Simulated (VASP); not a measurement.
# PbF2 (Pnma) in VASP: a series of runs

PbF2 is run at these levels: PBE; tasks: electric field gradients.

Everything below comes from runs of VASP 6.6.1. Logs are shortened: lines on timing, memory, paths and dates and some standing lists are left out, and cuts for length are marked.

**1. The cell of the first run**

It takes space group Pnma (No. 62, orthorhombic). Conventional cell: a = 6.440 Å, b = 3.899 Å, c = 7.651 Å, α = 90.00°, β = 90.00°, γ = 90.00°. Pb (site symmetry m) has 9 F at 2.45 to 3.06 Å within 3.2 Å. F (site symmetry m) has 4 Pb at 2.47 to 2.59 Å and 8 F at 2.86 to 3.24 Å within 3.3 Å. F (site symmetry m) has 5 Pb at 2.45 to 3.06 Å and 8 F at 2.98 to 3.24 Å within 3.3 Å.

**2. Electric field gradients, PBE, non-collinear spin, zero start, spin-orbit coupling**

Input file INCAR:

```
SYSTEM = PbF2
PREC     = Accurate       ! precision mode
ENCUT    = 520            ! plane-wave cutoff, eV
EDIFF    = 1E-8           ! SCF threshold, eV
ISMEAR   = -1             ! smearing method
SIGMA    = 0.02           ! smearing width, eV
LREAL    = .False.        ! projectors in reciprocal space
LASPH    = .True.         ! aspherical terms in the spheres
NELM     = 150            ! most SCF steps
ALGO     = Normal         ! electronic algorithm
ISIF     = 2              ! what is computed and relaxed
LWAVE    = .False.        ! write WAVECAR
LCHARG   = .False.        ! write CHGCAR
MAGMOM   = 0 0 0 0 0 0 0 0 0 0 0 0 0 0 0 0 0 0 0 0 0 0 0 0 0 0 0 0 0 0 0 0 0 0 0 0 ! initial moments
LORBIT   = 11             ! projections on sites
LSORBIT  = .True.         ! spin-orbit coupling
GGA_COMPAT= .False.      
LORBMOM  = .True.       
GGA      = PE             ! functional
LEFG     = .True.       
NBANDS   = 134            ! bands
```

Input file KPOINTS:

```
Automatic mesh
0
Gamma
  3 5 3
  0 0 0
```

Input file POSCAR:

```
PbF2
1.0
    6.4400000000      0.0000000000      0.0000000000
    0.0000000000      3.8990000000      0.0000000000
    0.0000000000      0.0000000000      7.6510000000
Pb F
4 8
Direct
    0.2556530546      0.2500000000      0.1049836709
    0.2443469454      0.7500000000      0.6049836709
    0.7556530546      0.2500000000      0.3950163291
    0.7443469454      0.7500000000      0.8950163291
    0.8591749973      0.2500000000      0.0675376107
    0.6408250027      0.7500000000      0.5675376107
    0.3591749973      0.2500000000      0.4324623893
    0.1408250027      0.7500000000      0.9324623893
    0.4749521863      0.2500000000      0.8440020086
    0.0250478137      0.7500000000      0.3440020086
    0.9749521863      0.2500000000      0.6559979914
    0.5250478137      0.7500000000      0.1559979914
```

Potentials or basis: VASP PAW PBE potentials, release 64 (Pb_d, F).

Started as:

```console
$ cat potpaw_PBE.64/Pb_d/POTCAR potpaw_PBE.64/F/POTCAR > POTCAR
$ mpirun -np 1 vasp_ncl > vasp.out
```

OUTCAR:

```text
SYSTEM = PbF2
   PREC = Accurate
   ENCUT = 520
   EDIFF = 1E-8
   ISMEAR = -1
   LREAL = .False.
   LASPH = .True.
   NELM = 150
   ISIF = 2
   LORBIT = 11
   LSORBIT = .True.
   GGA = PE

 ion  position               nearest neighbor table
   1  0.256  0.250  0.105-   9 2.45   8 2.47   8 2.47   5 2.57   7 2.59  12 2.64  12 2.64   3 3.91
                             3 3.91   4 4.04   4 4.04
   2  0.244  0.750  0.605-  10 2.45   7 2.47   7 2.47   6 2.57   8 2.59  11 2.64  11 2.64   4 3.91
                             4 3.91   3 4.04   3 4.04
   3  0.756  0.250  0.395-  11 2.45   6 2.47   6 2.47   7 2.57   5 2.59  10 2.64  10 2.64   1 3.91
                             1 3.91   2 4.04   2 4.04
   4  0.744  0.750  0.895-  12 2.45   5 2.47   5 2.47   8 2.57   6 2.59   9 2.64   9 2.64   2 3.91
                             2 3.91   1 4.04   1 4.04
   5  0.859  0.250  0.068-   4 2.47   4 2.47   1 2.57   3 2.59
   6  0.641  0.750  0.568-   3 2.47   3 2.47   2 2.57   4 2.59
   7  0.359  0.250  0.432-   2 2.47   2 2.47   3 2.57   1 2.59
   8  0.141  0.750  0.932-   1 2.47   1 2.47   4 2.57   2 2.59
   9  0.475  0.250  0.844-   1 2.45   4 2.64   4 2.64
  10  0.025  0.750  0.344-   2 2.45   3 2.64   3 2.64
  11  0.975  0.250  0.656-   3 2.45   2 2.64   2 2.64
  12  0.525  0.750  0.156-   4 2.45   1 2.64   1 2.64

  LATTYP: Found a simple orthorhombic cell.
 ALAT       =     3.8990000000
 B/A-ratio  =     1.6517055655
 C/A-ratio  =     1.9622980251

  Lattice vectors:

 A1 = (   0.0000000000,  -3.8990000000,   0.0000000000)
 A2 = (   6.4400000000,   0.0000000000,   0.0000000000)
 A3 = (   0.0000000000,   0.0000000000,   7.6510000000)

Analysis of symmetry for initial positions (statically):
=====================================================================
 Subroutine PRICEL returns:
 Original cell was already a primitive cell.

 Routine SETGRP: Setting up the symmetry group for a
 simple orthorhombic supercell.

 Subroutine GETGRP returns: Found  8 space group operations
 (whereof  2 operations were pure point group operations)
 out of a pool of  8 trial point group operations.

The static configuration has the point symmetry S_2 .
 The point group associated with its full space group is D_2h.

Analysis of symmetry for dynamics (positions and initial velocities):
=====================================================================
 Subroutine PRICEL returns:
 Original cell was already a primitive cell.

 Routine SETGRP: Setting up the symmetry group for a
 simple orthorhombic supercell.

 Subroutine GETGRP returns: Found  8 space group operations
 (whereof  2 operations were pure point group operations)
 out of a pool of  8 trial point group operations.

The dynamic configuration has the point symmetry S_2 .
 The point group associated with its full space group is D_2h.

Analysis of structural, dynamic, and magnetic symmetry:
=====================================================================
 Subroutine PRICEL returns:
 Original cell was already a primitive cell.

 Routine SETGRP: Setting up the symmetry group for a
 simple orthorhombic supercell.

 Subroutine GETGRP returns: Found  8 space group operations
 (whereof  2 operations were pure point group operations)
 out of a pool of  8 trial point group operations.

The overall configuration has the point symmetry S_2 .
 The point group associated with its full space group is D_2h.

 Subroutine INISYM returns: Found  8 space group operations
 (whereof  2 operations are pure point group operations),
 and found     1 'primitive' translations

----------------------------------------------------------------------------------------

                                     Primitive cell

  volume of cell :     192.1132

  direct lattice vectors                    reciprocal lattice vectors
     6.440000000  0.000000000  0.000000000     0.155279503  0.000000000  0.000000000
     0.000000000  3.899000000  0.000000000     0.000000000  0.256476019  0.000000000
     0.000000000  0.000000000  7.651000000     0.000000000  0.000000000  0.130701869

  length of vectors
     6.440000000  3.899000000  7.651000000     0.155279503  0.256476019  0.130701869

  position of ions in fractional coordinates (direct lattice)
     0.255653055  0.250000000  0.104983671
     0.244346945  0.750000000  0.604983671
     0.755653055  0.250000000  0.395016329
     0.744346945  0.750000000  0.895016329
     0.859174997  0.250000000  0.067537611
     0.640825003  0.750000000  0.567537611
     0.359174997  0.250000000  0.432462389
     0.140825003  0.750000000  0.932462389
     0.474952186  0.250000000  0.844002009
     0.025047814  0.750000000  0.344002009
     0.974952186  0.250000000  0.655997991
     0.525047814  0.750000000  0.155997991

  ion indices of the primitive-cell ions
   primitive index   ion index
                 1           1
                 2           2
                 3           3
                 4           4
                 5           5
                 6           6
                 7           7
                 8           8
[... 1718 lines left out ...]
   6      14.306     5.404   -19.710       0.452
   7      14.306     5.404   -19.710       0.452
   8      14.306     5.404   -19.710       0.452
   9     -11.141    -0.841    11.982       0.860
  10     -11.141    -0.841    11.982       0.860
  11     -11.141    -0.841    11.982       0.860
  12     -11.141    -0.841    11.982       0.860
----------------------------------------------------------------------

           NMR quadrupolar parameters

 Cq : quadrupolar parameter    Cq=e*Q*V_zz/h
 eta: asymmetry parameters     (V_yy - V_xx)/ V_zz
 Q  : nuclear electric quadrupole moment in mb (millibarn)
----------------------------------------------------------------------
 ion       Cq(MHz)       eta       Q (mb)
----------------------------------------------------------------------
   1      -0.085       0.445       1.000
   2      -0.085       0.445       1.000
   3      -0.085       0.445       1.000
   4      -0.085       0.445       1.000
   5      -0.048       0.452       1.000
   6      -0.048       0.452       1.000
   7      -0.048       0.452       1.000
   8      -0.048       0.452       1.000
   9       0.029       0.860       1.000
  10       0.029       0.860       1.000
  11       0.029       0.860       1.000
  12       0.029       0.860       1.000
----------------------------------------------------------------------

 orbital moment (x)

 # of ion     p       d       tot
 ----------------------------------------
  1         0.000  -0.000  -0.000
  2         0.000   0.000   0.000
  3         0.000   0.000   0.000
  4         0.000  -0.000  -0.000
  5         0.000   0.000   0.000
  6        -0.000   0.000  -0.000
  7        -0.000   0.000  -0.000
  8         0.000   0.000   0.000
  9        -0.000   0.000  -0.000
 10         0.000   0.000   0.000
 11        -0.000   0.000  -0.000
 12         0.000   0.000   0.000
 ----------------------------------------
            0.000   0.000   0.000

 orbital moment (y)

 # of ion     p       d       tot
 ----------------------------------------
  1         0.000  -0.000  -0.000
  2        -0.000   0.000   0.000
  3        -0.000   0.000   0.000
  4         0.000  -0.000  -0.000
  5        -0.000   0.000  -0.000
  6         0.000   0.000   0.000
  7         0.000   0.000   0.000
  8        -0.000   0.000  -0.000
  9         0.000   0.000   0.000
 10        -0.000   0.000  -0.000
 11        -0.000   0.000  -0.000
 12         0.000   0.000   0.000
 ----------------------------------------
           -0.000  -0.000  -0.000

 orbital moment (z)

 # of ion     p       d       tot
 ----------------------------------------
  1         0.000  -0.000  -0.000
  2         0.000   0.000   0.000
  3         0.000   0.000   0.000
  4        -0.000   0.000  -0.000
  5         0.000   0.000   0.000
  6         0.000   0.000   0.000
  7        -0.000   0.000  -0.000
  8        -0.000   0.000  -0.000
  9         0.000   0.000   0.000
 10         0.000   0.000   0.000
 11         0.000   0.000   0.000
 12         0.000   0.000   0.000
 ----------------------------------------
           -0.000   0.000  -0.000

 Spin-Orbit-Coupling matrix elements

 Ion:    1  E_soc:     -0.5693495
 l=   1
     0.0000000    -0.0299520    -0.0287623
    -0.0299520     0.0000000    -0.0298927
    -0.0287623    -0.0298927     0.0000000
 l=   2
     0.0000000    -0.0130430     0.0000000    -0.0130683    -0.0522685
    -0.0130430     0.0000000    -0.0391679    -0.0130466    -0.0130974
     0.0000000    -0.0391679     0.0000000    -0.0392695     0.0000000
    -0.0130683    -0.0130466    -0.0392695     0.0000000    -0.0131066
    -0.0522685    -0.0130974     0.0000000    -0.0131066     0.0000000
 l=   3
     0.0000000     0.0000000     0.0000000     0.0000000     0.0000000     0.0000000     0.0000000
     0.0000000     0.0000000     0.0000000     0.0000000     0.0000000     0.0000000     0.0000000
     0.0000000     0.0000000     0.0000000     0.0000000     0.0000000     0.0000000     0.0000000
     0.0000000     0.0000000     0.0000000     0.0000000     0.0000000     0.0000000     0.0000000
[... 209 lines left out ...]
 l=   2
     0.0000000     0.0000000     0.0000000     0.0000000     0.0000000
     0.0000000     0.0000000     0.0000000     0.0000000     0.0000000
     0.0000000     0.0000000     0.0000000     0.0000000     0.0000000
     0.0000000     0.0000000     0.0000000     0.0000000     0.0000000
     0.0000000     0.0000000     0.0000000     0.0000000     0.0000000
 l=   3
     0.0000000     0.0000000     0.0000000     0.0000000     0.0000000     0.0000000     0.0000000
     0.0000000     0.0000000     0.0000000     0.0000000     0.0000000     0.0000000     0.0000000
     0.0000000     0.0000000     0.0000000     0.0000000     0.0000000     0.0000000     0.0000000
     0.0000000     0.0000000     0.0000000     0.0000000     0.0000000     0.0000000     0.0000000
     0.0000000     0.0000000     0.0000000     0.0000000     0.0000000     0.0000000     0.0000000
     0.0000000     0.0000000     0.0000000     0.0000000     0.0000000     0.0000000     0.0000000
     0.0000000     0.0000000     0.0000000     0.0000000     0.0000000     0.0000000     0.0000000

 total charge

# of ion       s       p       d       tot
------------------------------------------
    1        1.544   0.308   9.869  11.721
    2        1.544   0.308   9.869  11.721
    3        1.544   0.308   9.869  11.721
    4        1.544   0.308   9.869  11.721
    5        1.744   4.328   0.000   6.072
    6        1.744   4.328   0.000   6.072
    7        1.744   4.328   0.000   6.072
    8        1.744   4.328   0.000   6.072
    9        1.741   4.314   0.000   6.055
   10        1.741   4.314   0.000   6.055
   11        1.741   4.314   0.000   6.055
   12        1.741   4.314   0.000   6.055
--------------------------------------------------
tot         20.117  35.801  39.475  95.394

 magnetization (x)

# of ion       s       p       d       tot
------------------------------------------
    1        0.000   0.000   0.000   0.000
    2        0.000   0.000   0.000   0.000
    3        0.000   0.000   0.000   0.000
    4        0.000   0.000   0.000   0.000
    5        0.000   0.000   0.000   0.000
    6        0.000   0.000   0.000   0.000
    7        0.000   0.000   0.000   0.000
    8        0.000   0.000   0.000   0.000
    9        0.000   0.000   0.000   0.000
   10        0.000   0.000   0.000   0.000
   11        0.000   0.000   0.000   0.000
   12        0.000   0.000   0.000   0.000
--------------------------------------------------
tot          0.000   0.000   0.000   0.000

 magnetization (y)

# of ion       s       p       d       tot
------------------------------------------
    1        0.000   0.000  -0.000   0.000
    2       -0.000  -0.000   0.000  -0.000
    3       -0.000  -0.000   0.000  -0.000
    4        0.000   0.000  -0.000   0.000
    5        0.000   0.000   0.000   0.000
    6       -0.000  -0.000   0.000  -0.000
    7       -0.000  -0.000   0.000  -0.000
    8        0.000   0.000   0.000   0.000
    9       -0.000  -0.000   0.000  -0.000
   10        0.000   0.000   0.000   0.000
   11        0.000   0.000   0.000   0.000
   12       -0.000  -0.000   0.000  -0.000
--------------------------------------------------
tot          0.000   0.000   0.000   0.000

 magnetization (z)

# of ion       s       p       d       tot
------------------------------------------
    1        0.000   0.000   0.000   0.000
    2        0.000   0.000   0.000   0.000
    3        0.000   0.000   0.000   0.000
    4        0.000   0.000   0.000   0.000
    5        0.000   0.000   0.000   0.000
    6        0.000   0.000   0.000   0.000
    7        0.000   0.000   0.000   0.000
    8        0.000   0.000   0.000   0.000
    9        0.000   0.000   0.000   0.000
   10        0.000   0.000   0.000   0.000
   11        0.000   0.000   0.000   0.000
   12        0.000   0.000   0.000   0.000
--------------------------------------------------
tot          0.000   0.000   0.000   0.000
```

It took 11 min on 1 thread of Intel Xeon 6975P-C (Granite Rapids), shared host; peak memory 0.87 GiB.

What came out:

- Free energy: -58.1534 eV
- Pressure: 2.4 GPa
- Largest force: 0.012 eV/Å
- Net moment: 0.00 μB per cell
- Largest electric field gradient by atom: Pb -35.1; F -19.7, +12.0 (each value once) V/Å²
- Valence electrons inside the program's atomic spheres: Pb 11.72; F 6.07, 6.05 (each value once)

Forces on the atoms (eV/Å):
```
Pb   0.006  0.000 -0.009
Pb  -0.006  0.000 -0.009
Pb   0.006  0.000  0.009
Pb  -0.006  0.000  0.009
F   -0.002  0.000 -0.012
F    0.002  0.000 -0.012
F   -0.002  0.000  0.012
F    0.002  0.000  0.012
F   -0.001  0.000  0.009
F    0.001  0.000  0.009
F   -0.001  0.000 -0.009
F    0.001  0.000 -0.009
```

Moments on the atoms (μB; x, y, z):
```
Pb  0.00 0.00 0.00
Pb  0.00 0.00 0.00
Pb  0.00 0.00 0.00
Pb  0.00 0.00 0.00
F   0.00 0.00 0.00
F   0.00 0.00 0.00
F   0.00 0.00 0.00
F   0.00 0.00 0.00
F   0.00 0.00 0.00
F   0.00 0.00 0.00
F   0.00 0.00 0.00
F   0.00 0.00 0.00
```

Electric field gradients, principal values (V/Å²):
```csv
atom,least,middle,greatest (by size)
1 Pb,9.732,25.368,-35.101
2 Pb,9.732,25.368,-35.101
3 Pb,9.732,25.368,-35.101
4 Pb,9.732,25.368,-35.101
5 F,5.404,14.306,-19.710
6 F,5.404,14.306,-19.710
7 F,5.404,14.306,-19.710
8 F,5.404,14.306,-19.710
9 F,-0.841,-11.141,11.982
10 F,-0.841,-11.141,11.982
11 F,-0.841,-11.141,11.982
12 F,-0.841,-11.141,11.982
```

Caveat: without QUAD_EFG the Cq values of the log hold for a quadrupole moment of 1 mb, not for the nuclei.

(Part 1 of 2 ends here.)
